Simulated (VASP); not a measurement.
The system is P.

```
P
1.0
    -0.01385   -2.40461   -0.02776
    -5.00327   -0.02770    0.03147
     0.03147   -0.05552   -4.76876
P
4
Direct
  0.96556 0.03227 0.01190
  0.01412 0.97894 0.52725
  0.04585 0.52187 0.98421
  0.97448 0.46692 0.47664
```

* Program: VASP 6.6.1
* Task: relaxation of cell and atoms
* Functional: PBE
* Potentials or basis: VASP PAW PBE potentials, release 64 (P)
* Cutoff: 600 eV
* k mesh: 8 × 4 × 4
* Occupations: gaussian, width 0.2 eV
* Spin: no spin polarisation

At the start: pressure 3.2 GPa; volume 14.34 Å³/atom.

Where does the relaxation end?

Over 16 steps the energy falls by 83.7 meV/atom and the volume is 14.67 Å³/atom (+2.3 %); space group P1 (No. 1, to 0.1 Å) before, P4/mmm (No. 123, to 0.1 Å).

The path:
```tsv
step	energy change (eV)	largest force (eV/Å)	pressure (GPa)	volume (Å³)
1	0.0000	0.8723	3.25	57.36
2	-0.1474	0.5857	-2.25	59.77
3	-0.1500	0.5865	-2.83	60.10
4	-0.2374	0.4600	-0.47	58.73
5	-0.2722	0.2990	2.78	57.17
6	-0.3185	0.2184	0.42	58.18
7	-0.3189	0.2131	0.21	58.28
8	-0.3247	0.1654	-0.18	58.48
9	-0.3280	0.0993	-0.77	58.79
10	-0.3312	0.0659	-0.11	58.49
11	-0.3318	0.0589	0.27	58.32
12	-0.3326	0.0564	0.07	58.45
13	-0.3329	0.0556	-0.15	58.58
14	-0.3337	0.0492	-0.10	58.58
15	-0.3347	0.0262	0.10	58.60
16	-0.3349	0.0234	0.04	58.70
```

Final structure:
```cif
data_structure
_symmetry_space_group_name_H-M 'P 1'
_symmetry_Int_Tables_number 1
_cell_length_a 2.4538
_cell_length_b 4.8774
_cell_length_c 4.9046
_cell_angle_alpha 90.027
_cell_angle_beta 89.972
_cell_angle_gamma 89.735
_cell_volume 58.70
loop_
_atom_site_label
_atom_site_type_symbol
_atom_site_fract_x
_atom_site_fract_y
_atom_site_fract_z
_atom_site_occupancy
P1 P 0.00082 0.00945 0.99748 1
P2 P 0.99932 0.01042 0.50165 1
P3 P 0.99917 0.48983 0.00142 1
P4 P 0.00069 0.49030 0.49945 1
```
